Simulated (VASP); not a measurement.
Write the native input for VASP 6.6.1 that does the following.

| Item | Value |
| --- | --- |
| Task | relaxation of shape and atoms at fixed volume |
| Functional | PBE |
| Potentials or basis | VASP PAW PBE potentials, release 64 (Os) |
| Cutoff | 600 eV |
| k mesh | 18 × 18 × 10 |
| Occupations | gaussian, width 0.1 eV |
| Spin | no spin polarisation |
| Dipole correction | no |
| Further INCAR settings | ALGO = Normal; EDIFF = 1e-06; IBRION = 2; EDIFFG = -0.01; NSW = 50; ISIF = 4 |

The structure of Os lies in POSCAR:

```
Os
1.0
    2.8082731686      0.0000000000      0.0000000000
   -1.4041365843      2.4320359048      0.0000000000
    0.0000000000      0.0000000000      4.4314541073
Os
2
Direct
    0.3333333333      0.6666666667      0.2500000000
    0.6666666667      0.3333333333      0.7500000000
```

One way to write it, as run:

INCAR

```
PREC = Accurate ; ENCUT = 600
EDIFF = 1E-6 ; ISMEAR = 0
SIGMA = 0.1 ; LREAL = False
LASPH = True ; NELM = 100
ALGO = Normal ; ISIF = 4
LWAVE = False ; LCHARG = False
GGA = PE ; IBRION = 2
NSW = 50 ; EDIFFG = -0.01
```

KPOINTS

```
Automatic mesh
0
Gamma
  18 18 10
```

Potentials or basis: VASP PAW PBE potentials, release 64 (Os).

Run with:

```sh
$ cat potpaw_PBE.64/Os/POTCAR > POTCAR
$ mpirun -np 1 vasp_std > vasp.out
```

Results of the run:

```yaml
Energy_gained_by_relaxing: 0.1 meV/atom
Ionic_steps: 3
Pressure_after_relaxing: -20.4 GPa
Band_gap_on_the_k_mesh: zero (bands 8 and 9 overlap by 3.46 eV)
```

Caveat: spin-orbit coupling is left out, which moves the levels of the heavy elements.

It took 43 s on 1 thread of Intel(R) Xeon(R) 6975P-C (Granite Rapids) (shared host), peak memory 0.22 GiB.
